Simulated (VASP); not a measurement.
# NaH (Fm-3m) in VASP: a series of runs

NaH is run at these levels: PBEsol; tasks: electric field gradients.

Everything below comes from runs of VASP 6.6.1. Logs are shortened: lines on timing, memory, paths and dates and some standing lists are left out, and cuts for length are marked.

## 1. The cell of the first run

It takes space group Fm-3m (No. 225, cubic). Conventional cell: a = 4.814 Å, b = 4.814 Å, c = 4.814 Å, α = 90.00°, β = 90.00°, γ = 90.00°. Na (site symmetry m-3m) has 6 H at 2.41 Å within 3.2 Å. H (site symmetry m-3m) has 6 Na at 2.41 Å within 3.2 Å.

## 2. Electric field gradients, PBEsol (13.95 Å³/atom)

Contents of INCAR:

```
  PREC = Accurate
  ENCUT = 520
  EDIFF = 1E-8
  ISMEAR = -1
  SIGMA = 0.03
  LREAL = F
  LASPH = T
  NELM = 60
  ALGO = Normal
  ISIF = 2
  LWAVE = F
  LCHARG = F
  GGA = PS
  LEFG = T
  NBANDS = 11
```

Contents of KPOINTS:

```
regular mesh
0
Gamma
  9 9 9
```

Contents of POSCAR:

```
NaH
1.0
    0.0000000000      2.4070229846      2.4070229846
    2.4070229846      0.0000000000      2.4070229846
    2.4070229846      2.4070229846      0.0000000000
Na H
1 1
Direct
    0.0000000000      0.0000000000      0.0000000000
    0.5000000000      0.5000000000      0.5000000000
```

Potentials or basis: VASP PAW PBE potentials, release 64 (Na_pv, H).

The run is started by

```sh
cat potpaw_PBE.64/Na_pv/POTCAR potpaw_PBE.64/H/POTCAR > POTCAR
mpirun -np 1 vasp_std > vasp.out
```

OUTCAR:

```text
PREC = Accurate
   ENCUT = 520
   EDIFF = 1E-8
   ISMEAR = -1
   LREAL = F
   LASPH = T
   NELM = 60
   ISIF = 2
   GGA = PS

 ion  position               nearest neighbor table
   1  0.000  0.000  0.000-
   2  0.500  0.500  0.500-

  LATTYP: Found a face centered cubic cell.
 ALAT       =     4.8140459692

  Lattice vectors:

 A1 = (   0.0000000000,   2.4070229846,   2.4070229846)
 A2 = (   2.4070229846,   0.0000000000,   2.4070229846)
 A3 = (   2.4070229846,   2.4070229846,   0.0000000000)

Analysis of symmetry for initial positions (statically):
=====================================================================
 Subroutine PRICEL returns:
 Original cell was already a primitive cell.

 Routine SETGRP: Setting up the symmetry group for a
 face centered cubic supercell.

 Subroutine GETGRP returns: Found 48 space group operations
 (whereof 48 operations were pure point group operations)
 out of a pool of 48 trial point group operations.

The static configuration has the point symmetry O_h .

Analysis of symmetry for dynamics (positions and initial velocities):
=====================================================================
 Subroutine PRICEL returns:
 Original cell was already a primitive cell.

 Routine SETGRP: Setting up the symmetry group for a
 face centered cubic supercell.

 Subroutine GETGRP returns: Found 48 space group operations
 (whereof 48 operations were pure point group operations)
 out of a pool of 48 trial point group operations.

The dynamic configuration has the point symmetry O_h .

 Subroutine INISYM returns: Found 48 space group operations
 (whereof 48 operations are pure point group operations),
 and found     1 'primitive' translations

----------------------------------------------------------------------------------------

                                     Primitive cell

  volume of cell :      27.8914

  direct lattice vectors                    reciprocal lattice vectors
     0.000000000  2.407022985  2.407022985    -0.207725478  0.207725478  0.207725478
     2.407022985  0.000000000  2.407022985     0.207725478 -0.207725478  0.207725478
     2.407022985  2.407022985  0.000000000     0.207725478  0.207725478 -0.207725478
[... 126 lines left out ...]
  ext. energy  EPLUGINS =         0.00000000
  ---------------------------------------------------
  free energy    TOTEN  =        -5.08565525 eV

  energy without entropy =       -5.08565525  energy(sigma->0) =       -5.08565525

 E-fermi :  -0.3555     XC(G=0):  -7.9289

 val. band max:       -1.1248086911   @ k =  -0.3333   0.4444   0.1111
 cond. band min:       2.7672678686   @ k =  -0.4444   0.1111   0.0000
 fundamental gap:      3.8920765597
 Fermi energy:        -0.3554907234

 k-point     1 :       0.0000    0.0000    0.0000
  band No.  band energies     occupation
      1     -23.0361      2.00000
      2     -23.0361      2.00000
      3     -23.0361      2.00000
      4      -4.8137      2.00000
      5       9.4583      0.00000
      6      14.4253      0.00000
      7      14.4253      0.00000
      8      14.4253      0.00000
      9      15.4017      0.00000
     10      15.4017      0.00000
     11      15.4017      0.00000
[... 309 lines left out ...]
 k-point    24 :       0.4444    0.4444    0.0000
  band No.  band energies     occupation
      1     -23.1233      2.00000
      2     -23.0691      2.00000
      3     -23.0691      2.00000
      4      -1.4372      2.00000
      5       3.6080      0.00000
      6       8.8380      0.00000
      7       9.5744      0.00000
      8       9.5744      0.00000
      9      10.9194      0.00000
     10      22.3938      0.00000
     11      24.1509      0.00000

 [... further k-points ...]
[... 5 lines left out ...]
  --------------------------------------------------------------------------------------
  -------------------------------------------------------------------------------------
  Total       -0.0577101     -0.0577101     -0.0577101     -0.0000000      0.0000000      0.0000000
  in kB       -3.3150645     -3.3150645     -3.3150645     -0.0000000      0.0000000      0.0000000
  external PRESSURE =      -3.3150645 kB  Pullay stress =       0.0000000 kB

 VOLUME and BASIS-vectors are now :
 -----------------------------------------------------------------------------
  energy-cutoff  :      520.00
  volume of cell :       27.89
      direct lattice vectors                 reciprocal lattice vectors
     0.000000000  2.407022985  2.407022985    -0.207725478  0.207725478  0.207725478
     2.407022985  0.000000000  2.407022985     0.207725478 -0.207725478  0.207725478
     2.407022985  2.407022985  0.000000000     0.207725478  0.207725478 -0.207725478

 POSITION                                       TOTAL-FORCE (eV/Angst)
 -----------------------------------------------------------------------------------
      0.00000      0.00000      0.00000        -0.000000      0.000000      0.000000
      2.40702      2.40702      2.40702         0.000000     -0.000000     -0.000000
 -----------------------------------------------------------------------------------
    total drift:                               -0.000000     -0.000000     -0.000000

  FREE ENERGIE OF THE ION-ELECTRON SYSTEM (eV)
  ---------------------------------------------------
  free  energy   TOTEN  =        -5.0856552459 eV

  energy  without entropy=       -5.0856552459  energy(sigma->0) =       -5.08565525

 Electric field gradients (V/A^2)
---------------------------------------------------------------------
 ion       V_xx      V_yy      V_zz      V_xy      V_xz      V_yz
---------------------------------------------------------------------
   1       0.000    -0.000    -0.000    -0.000    -0.000    -0.000
   2       0.000    -0.000    -0.000     0.001     0.001     0.001
---------------------------------------------------------------------

 Electric field gradients after diagonalization (V/A^2)
 (convention: |V_zz| > |V_xx| > |V_yy|)
----------------------------------------------------------------------
 ion       V_xx      V_yy      V_zz     asymmetry (V_yy - V_xx)/ V_zz
----------------------------------------------------------------------
   1       0.000     0.000    -0.001       0.000
   2      -0.001    -0.001     0.002       0.000
----------------------------------------------------------------------

           NMR quadrupolar parameters

 Cq : quadrupolar parameter    Cq=e*Q*V_zz/h
 eta: asymmetry parameters     (V_yy - V_xx)/ V_zz
 Q  : nuclear electric quadrupole moment in mb (millibarn)
----------------------------------------------------------------------
 ion       Cq(MHz)       eta       Q (mb)
----------------------------------------------------------------------
   1      -0.000       0.000       1.000
   2       0.000       0.000       1.000
----------------------------------------------------------------------
```

stdout:

```text
POSCAR found type information on POSCAR NaH
 POSCAR found :  2 types and       2 ions
 scaLAPACK will be used
 -----------------------------------------------------------------------------
|                                                                             |
|                                                                             |
|     You enforced a specific xc type in the INCAR file but a different       |
|     I HOPE YOU KNOW WHAT YOU ARE DOING!                                     |
|                                                                             |
 -----------------------------------------------------------------------------

 LDA part: xc-table for (Slater+PW92), standard interpolation
 POSCAR, INCAR and KPOINTS ok, starting setup
 FFT: planning ... GRIDC
 FFT: planning ... GRID_SOFT
 FFT: planning ... GRID
 WAVECAR not read
 entering main loop
ion   1

ion   2
```

Run time: 21 s. Hardware: 1 thread of Intel Xeon 8259CL, shared host; peak memory 0.15 GiB.

Results:

```yaml
Free_energy: -5.0857 eV
Pressure: -0.3 GPa
Band_gap_on_the_k_mesh: 3.89 eV (least direct gap 4.63 eV)
Largest_electric_field_gradient_by_atom: zero within the noise of the run
```

Caveat: the PAW data sets were made with another functional, which shifts forces and pressure a little; an odd mesh through Γ misses points on the zone boundary, where band edges can lie.

## 3. Electric field gradients, PBEsol (13.66 Å³/atom)

This run uses another cell than the first one, of 13.66 Å³/atom.

Contents of INCAR:

```
PREC = Accurate
ENCUT = 520
EDIFF = 1E-8
ISMEAR = -1
SIGMA = 0.03
LREAL = False
LASPH = True
NELM = 60
ALGO = Normal
ISIF = 2
LWAVE = False
LCHARG = False
GGA = PS
LEFG = True
NBANDS = 11
```

KPOINTS is that of step 2.

Contents of POSCAR:

```
NaH
1.0
    0.0000000000      2.3901901053      2.3901901053
    2.3901901053      0.0000000000      2.3901901053
    2.3901901053      2.3901901053      0.0000000000
Na H
1 1
Direct
    0.0000000000      0.0000000000      0.0000000000
    0.5000000000      0.5000000000      0.5000000000
```

Potentials or basis: VASP PAW PBE potentials, release 64 (Na_pv, H).

The run is started by

```sh
cat potpaw_PBE.64/Na_pv/POTCAR potpaw_PBE.64/H/POTCAR > POTCAR
mpirun -np 1 vasp_std > vasp.out
```

OUTCAR:

```text
PREC = Accurate
   ENCUT = 520
   EDIFF = 1E-8
   ISMEAR = -1
   LREAL = False
   LASPH = True
   NELM = 60
   ISIF = 2
   GGA = PS

 ion  position               nearest neighbor table
   1  0.000  0.000  0.000-
   2  0.500  0.500  0.500-

  LATTYP: Found a face centered cubic cell.
 ALAT       =     4.7803802106

  Lattice vectors:

 A1 = (   0.0000000000,   2.3901901053,   2.3901901053)
 A2 = (   2.3901901053,   0.0000000000,   2.3901901053)
 A3 = (   2.3901901053,   2.3901901053,   0.0000000000)

Analysis of symmetry for initial positions (statically):
=====================================================================
 Subroutine PRICEL returns:
 Original cell was already a primitive cell.

 Routine SETGRP: Setting up the symmetry group for a
 face centered cubic supercell.

 Subroutine GETGRP returns: Found 48 space group operations
 (whereof 48 operations were pure point group operations)
 out of a pool of 48 trial point group operations.

The static configuration has the point symmetry O_h .

Analysis of symmetry for dynamics (positions and initial velocities):
=====================================================================
 Subroutine PRICEL returns:
 Original cell was already a primitive cell.

 Routine SETGRP: Setting up the symmetry group for a
 face centered cubic supercell.

 Subroutine GETGRP returns: Found 48 space group operations
 (whereof 48 operations were pure point group operations)
 out of a pool of 48 trial point group operations.

The dynamic configuration has the point symmetry O_h .

 Subroutine INISYM returns: Found 48 space group operations
 (whereof 48 operations are pure point group operations),
[... 160 lines left out ...]
      8      14.6503      0.00000
      9      15.6792      0.00000
     10      15.6792      0.00000
     11      15.6792      0.00000
[... 309 lines left out ...]
 k-point    24 :       0.4444    0.4444    0.0000
  band No.  band energies     occupation
      1     -23.0261      2.00000
      2     -22.9678      2.00000
      3     -22.9678      2.00000
      4      -1.3769      2.00000
      5       3.7210      0.00000
      6       8.9844      0.00000
      7       9.7735      0.00000
      8       9.7735      0.00000
      9      11.2068      0.00000
     10      22.7888      0.00000
     11      24.5131      0.00000

 [... further k-points ...]
[... 5 lines left out ...]
  --------------------------------------------------------------------------------------
  -------------------------------------------------------------------------------------
  Total        0.0286882      0.0286882      0.0286882      0.0000000      0.0000000      0.0000000
  in kB        1.6830117      1.6830117      1.6830117      0.0000000      0.0000000      0.0000000
  external PRESSURE =       1.6830117 kB  Pullay stress =       0.0000000 kB

 VOLUME and BASIS-vectors are now :
 -----------------------------------------------------------------------------
  energy-cutoff  :      520.00
  volume of cell :       27.31
      direct lattice vectors                 reciprocal lattice vectors
     0.000000000  2.390190105  2.390190105    -0.209188382  0.209188382  0.209188382
     2.390190105  0.000000000  2.390190105     0.209188382 -0.209188382  0.209188382
     2.390190105  2.390190105  0.000000000     0.209188382  0.209188382 -0.209188382

 POSITION                                       TOTAL-FORCE (eV/Angst)
 -----------------------------------------------------------------------------------
      0.00000      0.00000      0.00000         0.000000      0.000000     -0.000000
      2.39019      2.39019      2.39019        -0.000000     -0.000000      0.000000
 -----------------------------------------------------------------------------------
    total drift:                               -0.000000     -0.000000     -0.000000

  FREE ENERGIE OF THE ION-ELECTRON SYSTEM (eV)
  ---------------------------------------------------
  free  energy   TOTEN  =        -5.0857288050 eV

  energy  without entropy=       -5.0857288050  energy(sigma->0) =       -5.08572881

 Electric field gradients (V/A^2)
---------------------------------------------------------------------
 ion       V_xx      V_yy      V_zz      V_xy      V_xz      V_yz
---------------------------------------------------------------------
   1       0.000     0.000    -0.000    -0.001    -0.001    -0.001
   2      -0.000    -0.000    -0.000     0.001     0.001     0.001
---------------------------------------------------------------------

 Electric field gradients after diagonalization (V/A^2)
 (convention: |V_zz| > |V_xx| > |V_yy|)
----------------------------------------------------------------------
 ion       V_xx      V_yy      V_zz     asymmetry (V_yy - V_xx)/ V_zz
----------------------------------------------------------------------
   1       0.001     0.001    -0.002       0.000
   2      -0.001    -0.001     0.002       0.000
----------------------------------------------------------------------

           NMR quadrupolar parameters

 Cq : quadrupolar parameter    Cq=e*Q*V_zz/h
 eta: asymmetry parameters     (V_yy - V_xx)/ V_zz
 Q  : nuclear electric quadrupole moment in mb (millibarn)
----------------------------------------------------------------------
 ion       Cq(MHz)       eta       Q (mb)
----------------------------------------------------------------------
   1      -0.000       0.000       1.000
   2       0.000       0.000       1.000
----------------------------------------------------------------------
```

OSZICAR:

```text
N       E                     dE             d eps       ncg     rms          rms(c)
DAV:   1     0.347002347902E+02    0.34700E+02   -0.45921E+03   770   0.764E+02
DAV:   2    -0.429264718140E+01   -0.38993E+02   -0.38405E+02   815   0.187E+02
DAV:   3    -0.545837776826E+01   -0.11657E+01   -0.11643E+01   940   0.313E+01
DAV:   4    -0.546554510815E+01   -0.71673E-02   -0.71667E-02   918   0.244E+00
DAV:   5    -0.546560710746E+01   -0.61999E-04   -0.61999E-04   896   0.231E-01    0.293E+00
DAV:   6    -0.516640136987E+01    0.29921E+00   -0.29286E-01   943   0.330E+00    0.136E+00
DAV:   7    -0.508340864120E+01    0.82993E-01   -0.27173E-01   884   0.230E+00    0.324E-01
DAV:   8    -0.508574438051E+01   -0.23357E-02   -0.65886E-03   875   0.980E-01    0.634E-02
DAV:   9    -0.508574018351E+01    0.41970E-05   -0.67116E-04   946   0.315E-01    0.189E-02
DAV:  10    -0.508572839733E+01    0.11786E-04   -0.39455E-05   879   0.423E-02    0.283E-03
DAV:  11    -0.508572898438E+01   -0.58705E-06   -0.11374E-06   898   0.620E-03    0.205E-03
DAV:  12    -0.508572879784E+01    0.18655E-06   -0.10212E-07   878   0.226E-03    0.200E-04
DAV:  13    -0.508572880502E+01   -0.71850E-08   -0.50833E-09   676   0.454E-04
   1 F= -.50857288E+01 E0= -.50857288E+01  d E =-.845976E-12
```

stdout:

```text
POSCAR found type information on POSCAR NaH
 POSCAR found :  2 types and       2 ions
 scaLAPACK will be used
 -----------------------------------------------------------------------------
|                                                                             |
|                                                                             |
|     You enforced a specific xc type in the INCAR file but a different       |
|     I HOPE YOU KNOW WHAT YOU ARE DOING!                                     |
|                                                                             |
 -----------------------------------------------------------------------------

 LDA part: xc-table for (Slater+PW92), standard interpolation
 POSCAR, INCAR and KPOINTS ok, starting setup
 FFT: planning ... GRIDC
 FFT: planning ... GRID_SOFT
 FFT: planning ... GRID
 WAVECAR not read
 entering main loop
ion   1

ion   2
```

Wall time 20 s (1 thread of Intel Xeon 8259CL, shared host); peak memory 0.15 GiB.

Results:

| Property | Result |
| --- | --- |
| Free energy | -5.0857 eV |
| Pressure | 0.2 GPa |
| Band gap on the k mesh | 3.93 eV (least direct gap 4.68 eV) |
| Largest electric field gradient by atom | zero within the noise of the run |

Caveat: the PAW data sets were made with another functional, which shifts forces and pressure a little; an odd mesh through Γ misses points on the zone boundary, where band edges can lie.

(Part 1 of 3 ends here.)
